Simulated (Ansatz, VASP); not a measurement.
# H: VASP beside Ansatz

File INCAR:

```
PREC     = Accurate       # precision mode
ENCUT    = 520            # plane-wave cutoff, eV
EDIFF    = 1E-6           # SCF threshold, eV
ISMEAR   = 0              # smearing method
SIGMA    = 0.05           # smearing width, eV
LREAL    = F              # projectors in reciprocal space
LASPH    = T              # aspherical terms in the spheres
NELM     = 60             # most SCF steps
ALGO     = Normal         # electronic algorithm
ISIF     = 2              # what is computed and relaxed
LWAVE    = F              # write WAVECAR
LCHARG   = F              # write CHGCAR
GGA      = PS             # functional
NBANDS   = 6              # bands
```

File KPOINTS:

```
regular mesh
0
Gamma
  10 10 26
```

POSCAR

```
H
1.0
    2.5171568020      0.0000000000      0.0000000000
    0.0000000000      2.6496387389      0.0000000000
    0.0000000000      0.0000000000      0.9804929200
H
1
Direct
    0.0000000000      0.0000000000      0.5000000000
```

Input for Ansatz:

```yaml
crystal:
  lattice:
    - [2.517156802, 0.0, 0.0]
    - [0.0, 2.6496387389, 0.0]
    - [0.0, 0.0, 0.98049292]
  atoms:
    - { symbol: H, position: [0.0, 0.0, 0.5] }
basis:
  ecutwfc: 420
kpoints:
  mp_grid: { grid: [10, 10, 26] }
hamiltonian:
  xc: pbesol
scf:
  occupations: { method: gaussian, width: 0.05 }
output:
  forces: true
  stress: true
  eigenvalues: true
```

Change from the starting cell: strain -0.0500 x Voigt [1, 0, 0, 0, 0, 0], atoms carried along.

Alike in both runs: task single point; functional PBEsol; k mesh 10 × 10 × 26; occupations gaussian, width 0.05 eV; no spin polarisation.

|  | VASP | Ansatz |
| --- | --- | --- |
| version | VASP 6.6.1 | Ansatz 0.2.0 |
| potentials or method | VASP PAW PBE potentials, release 64 (H), cutoff 520 eV | scalar-relativistic, plane waves, PAW |
| valence electrons in the cell | 1 | 1 |

```tsv
	VASP	Ansatz	Ansatz less VASP
gap on the k mesh at the Fermi level (eV)	none	none	-
pressure (GPa)	1.9	2.2	+0.26
traceless stress, the component that is largest in VASP (GPa)	-0.71	-0.68	+0.027
```

VASP's potentials were made for PBE, not for PBEsol. A gap of «none» marks a metal or a gap that the smearing closes.
